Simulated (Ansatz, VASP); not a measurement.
# One calculation of Ba2TaS4, two programs

INCAR

```
PREC     = Accurate       # precision mode
ENCUT    = 520            # plane-wave cutoff, eV
EDIFF    = 1E-7           # SCF threshold, eV
ISMEAR   = 0              # smearing method
SIGMA    = 0.1            # smearing width, eV
LREAL    = F              # projectors in reciprocal space
LASPH    = T              # aspherical terms in the spheres
NELM     = 80             # most SCF steps
ALGO     = Normal         # electronic algorithm
ISIF     = 2              # what is computed and relaxed
LWAVE    = F              # write WAVECAR
LCHARG   = F              # write CHGCAR
GGA      = PE             # functional
NBANDS   = 36             # bands
```

The input KPOINTS:

```
regular mesh
0
Gamma
  6 6 2
```

POSCAR

```
Ba2TaS4
1.0
    5.2984484700      0.0000000000      0.0000000000
   -2.6492242300      4.5885909700      0.0000000000
    0.0000000000      0.0000000000      8.7619060400
Ba Ta S
2 1 4
Direct
    0.0000000000      0.0000000000      0.7790749100
    0.0000000000      0.0000000000      0.2209250900
    0.0000000000      0.0000000000      0.5000000000
    0.5000000000      0.0000000000      0.5000000000
    0.0000000000      0.5000000000      0.5000000000
    0.5000000000      0.5000000000      0.5000000000
    0.0000000000      0.0000000000      0.0000000000
```

Input for Ansatz:

```yaml
crystal:
  lattice:
    - [5.29844847, 0.0, 0.0]
    - [-2.64922423, 4.58859097, 0.0]
    - [0.0, 0.0, 8.76190604]
  atoms:
    - { symbol: Ba, position: [0.0, 0.0, 0.77907491] }
    - { symbol: Ba, position: [0.0, 0.0, 0.22092509] }
    - { symbol: Ta, position: [0.0, 0.0, 0.5] }
    - { symbol: S, position: [0.5, 0.0, 0.5] }
    - { symbol: S, position: [0.0, 0.5, 0.5] }
    - { symbol: S, position: [0.5, 0.5, 0.5] }
    - { symbol: S, position: [0.0, 0.0, 0.0] }
basis:
  ecutwfc: 420
kpoints:
  mp_grid: { grid: [6, 6, 2] }
hamiltonian:
  xc: pbe
scf:
  occupations: { method: gaussian, width: 0.1 }
  lower_state_search: "off"
output:
  forces: true
  stress: true
  eigenvalues: true
```

Alike in both runs: task single point; functional PBE; k mesh 6 × 6 × 2; occupations gaussian, width 0.1 eV; no spin polarisation.

|  | VASP | Ansatz |
| --- | --- | --- |
| version | VASP 6.6.1 | Ansatz 0.2.0 |
| potentials or method | VASP PAW PBE potentials, release 64 (Ba_sv, Ta_pv, S), cutoff 520 eV | scalar-relativistic, plane waves, PAW |
| valence electrons in the cell | 55 | 57 |

VASP gave:

| Item | Value |
| --- | --- |
| gap on the k mesh at the Fermi level (eV) | none |
| rms of the force components (eV/Å) | 6.371 |

Problem. Estimate Ansatz's values.

Solution. gap on the k mesh at the Fermi level (eV): none; rms of the force components (eV/Å): 5.916.

Atom by atom the forces differ by 0.455 eV/Å (rms over components). A gap of «none» marks a metal or a gap that the smearing closes. VASP's potentials hold 55 valence electrons a cell and Ansatz's 57, so a difference there can come from the potentials and not from the codes.

Neither program's run includes spin-orbit coupling.
